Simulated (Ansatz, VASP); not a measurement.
**One calculation of GaSn4S3, two programs**

```xyz
8
Lattice="5.7919 0.0000 0.0000 0.0000 5.7919 0.0000 0.0000 0.0000 5.7919" Properties=species:S:1:pos:R:3 pbc="T T T"
Ga    5.7919    0.0000    0.0000
Sn    2.8960    5.7919    0.0000
Sn    2.8960    2.8960    2.8960
Sn    0.0000    2.8960    0.0000
Sn    5.7919    0.0000    2.8960
S     2.8960    0.0000    2.8960
S     2.8960    2.8960    0.0000
S     0.0000    2.8960    2.8960
```

Alike in both runs: task single point; functional PBE; k mesh 4 × 4 × 4; occupations gaussian, width 0.2 eV; no spin polarisation.

|  | VASP | Ansatz |
| --- | --- | --- |
| version | VASP 6.6.1 | Ansatz 0.2.0 |
| potentials or method | VASP PAW PBE potentials, release 64 (Ga_d, Sn_d, S), cutoff 520 eV | scalar-relativistic, plane waves, PAW |
| valence electrons in the cell | 87 | 87 |

|  | VASP | Ansatz | Ansatz less VASP |
| --- | --- | --- | --- |
| gap on the k mesh at the Fermi level (eV) | none | none | - |
| pressure (GPa) | -0.1 | -0.1 | +0.04 |

A gap of «none» marks a metal or a gap that the smearing closes.
